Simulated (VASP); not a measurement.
A run of VASP 6.6.1:

The input INCAR:

```
SYSTEM = Ti4C
PREC = Accurate ; ENCUT = 520
EDIFF = 1E-6 ; ISMEAR = 0
SIGMA = 0.1 ; LREAL = .False.
LASPH = .True. ; NELM = 60
ALGO = Normal ; ISIF = 2
LWAVE = .False. ; LCHARG = .False.
LDIPOL = .True. ; IDIPOL = 3
DIPOL = 0.5 0.5 0.342 ; GGA = PE
NBANDS = 34
```

File KPOINTS:

```
Automatic mesh
0
Gamma
  8 8 1
  0 0 0
```

POSCAR

```
Ti4C
1.0
    3.2553359278      0.0000000000      0.0000000000
    0.0000000000      3.2553359278      0.0000000000
    0.0000000000      0.0000000000     20.1793674396
Ti C
4 1
Direct
    0.5000000000      0.5000000000      0.1982222690
    0.0000000000      0.0000000000      0.2788822782
    0.5000000000      0.5000000000      0.3551865237
    0.0000000000      0.0000000000      0.4301109767
    0.3750000000      0.5000000000      0.4486296973
```

Potentials or basis: VASP PAW PBE potentials, release 64 (Ti_sv, C).

Command:

```console
$ cat potpaw_PBE.64/Ti_sv/POTCAR potpaw_PBE.64/C/POTCAR > POTCAR
$ mpirun -np 1 vasp_std > vasp.out
```

Hardware: 1 thread of Intel(R) Xeon(R) Platinum 8488C (Sapphire Rapids) (shared host).

Task: Estimate the wall time of this run.

Result: Run time: 6 min on 1 thread of Intel(R) Xeon(R) Platinum 8488C (Sapphire Rapids), on a shared host, peak memory 0.37 GiB. Counts: scf iterations 29, k points 25.
